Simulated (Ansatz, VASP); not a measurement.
**One calculation of Si7Ge, two programs**

Contents of INCAR:

```
PREC = Accurate ; ENCUT = 520
EDIFF = 1E-6 ; ISMEAR = 0
SIGMA = 0.03 ; LREAL = F
LASPH = T ; NELM = 80
ALGO = Normal ; ISIF = 2
LWAVE = F ; LCHARG = F
GGA = PS ; NBANDS = 31
```

KPOINTS

```
Automatic mesh
0
Gamma
  6 6 6
```

Contents of POSCAR:

```
Si7Ge
1.0
    5.1862179695      0.0000000000      0.0000000000
    0.0000000000      5.1862179695      0.0000000000
    0.0000000000      0.0000000000      5.5956562302
Si Ge
7 1
Direct
    0.2525976818      0.2525976818      0.2525976818
    0.0000000000      0.5000000000      0.5000000000
    0.5000000000      0.5000000000      0.0000000000
    0.5000000000      0.0000000000      0.5000000000
    0.7474023182      0.2525976818      0.7474023182
    0.7474023182      0.7474023182      0.2525976818
    0.2525976818      0.7474023182      0.7474023182
    0.0000000000      0.0000000000      0.0000000000
```

Input for Ansatz:

```yaml
crystal:
  lattice:
    - [5.1862179695, 0.0, 0.0]
    - [0.0, 5.1862179695, 0.0]
    - [0.0, 0.0, 5.5956562302]
  atoms:
    - { symbol: Si, position: [0.2525976818, 0.2525976818, 0.2525976818] }
    - { symbol: Si, position: [0.0, 0.5, 0.5] }
    - { symbol: Si, position: [0.5, 0.5, 0.0] }
    - { symbol: Si, position: [0.5, 0.0, 0.5] }
    - { symbol: Si, position: [0.7474023182, 0.2525976818, 0.7474023182] }
    - { symbol: Si, position: [0.7474023182, 0.7474023182, 0.2525976818] }
    - { symbol: Si, position: [0.2525976818, 0.7474023182, 0.7474023182] }
    - { symbol: Ge, position: [0.0, 0.0, 0.0] }
basis:
  ecutwfc: 420
kpoints:
  mp_grid: { grid: [6, 6, 6] }
hamiltonian:
  xc: pbesol
scf:
  occupations: { method: gaussian, width: 0.03 }
output:
  forces: true
  stress: true
  eigenvalues: true
```

Change from the starting cell: strain -0.050 along x and y, +0.025 along z, atoms carried along.

Alike in both runs: task single point; functional PBEsol; k mesh 6 × 6 × 6; occupations gaussian, width 0.03 eV; no spin polarisation.

|  | VASP | Ansatz |
| --- | --- | --- |
| version | VASP 6.6.1 | Ansatz 0.2.0 |
| potentials or method | VASP PAW PBE potentials, release 64 (Si, Ge_d), cutoff 520 eV | scalar-relativistic, plane waves, PAW |
| valence electrons in the cell | 42 | 42 |

```csv
,VASP,Ansatz,Ansatz less VASP
gap on the k mesh at the Fermi level (eV),none,none,-
pressure (GPa),8.1,8.0,-0.08
"traceless stress, the component that is largest in VASP (GPa)",-5.01,-5.02,-0.005
rms of the force components (eV/Å),0.010,0.012,+0.0019
```

VASP's potentials were made for PBE, not for PBEsol. Atom by atom the forces differ by 0.004 eV/Å (rms over components). A gap of «none» marks a metal or a gap that the smearing closes. The functional is the same, so the differences come from potentials, cutoffs and numerics.
